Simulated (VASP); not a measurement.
TaSi2:

```
Ta Si
1.0
     4.78390    0.00000    0.00000
    -2.39195    4.14298    0.00000
     0.00000    0.00000    6.57000
Ta Si
3 6
Direct
  0.00000 0.50000 0.33333
  0.50000 0.50000 0.66667
  0.50000 0.00000 0.00000
  0.31794 0.15897 0.33333
  0.15897 0.84103 0.66667
  0.84103 0.68206 0.00000
  0.68206 0.84103 0.33333
  0.84103 0.15897 0.66667
  0.15897 0.31794 0.00000
```

| Quantity | Value |
| --- | --- |
| Program | VASP 6.6.1 |
| Task | relaxation of cell and atoms |
| Functional | RPBE |
| Potentials or basis | VASP PAW PBE potentials, release 64 (Ta_pv, Si) |
| Cutoff | 600 eV |
| k mesh | 7 × 7 × 4 |
| Occupations | fermi-dirac, width 0.05 eV |
| Spin | no spin polarisation |

At the start: pressure 5.0 GPa; volume 14.47 Å³/atom.

Question: Where does the relaxation end?

Answer: Over 6 steps the energy falls by 5.8 meV/atom and the volume is 14.84 Å³/atom (+2.6 %); space group P6_422 (No. 181, to 0.1 Å) before and after.

The path:
```csv
step,energy change (eV),largest force (eV/Å),pressure (GPa),volume (Å³)
1,0.0000,0.0087,4.96,130.21
2,0.0616,0.0246,-6.48,138.84
3,-0.0518,0.0148,-0.02,133.61
4,-0.0518,0.0146,0.07,133.54
5,-0.0519,0.0031,0.04,133.59
6,-0.0519,0.0050,0.05,133.58
```

Final structure:
```yaml
crystal:
  lattice:
    - [4.82243, 0.00000, 0.00000]
    - [-2.41121, 4.17634, 0.00000]
    - [0.00000, 0.00000, 6.63255]
  atoms:
    - { symbol: Ta, position: [0.00000, 0.50000, 0.33333] }
    - { symbol: Ta, position: [0.50000, 0.50000, 0.66667] }
    - { symbol: Ta, position: [0.50000, 0.00000, 0.00000] }
    - { symbol: Si, position: [0.31810, 0.15905, 0.33333] }
    - { symbol: Si, position: [0.15905, 0.84095, 0.66667] }
    - { symbol: Si, position: [0.84095, 0.68190, 0.00000] }
    - { symbol: Si, position: [0.68190, 0.84095, 0.33333] }
    - { symbol: Si, position: [0.84095, 0.15905, 0.66667] }
    - { symbol: Si, position: [0.15905, 0.31810, 0.00000] }
```

Caveat: the PAW data sets were made with another functional, which shifts forces and pressure a little.
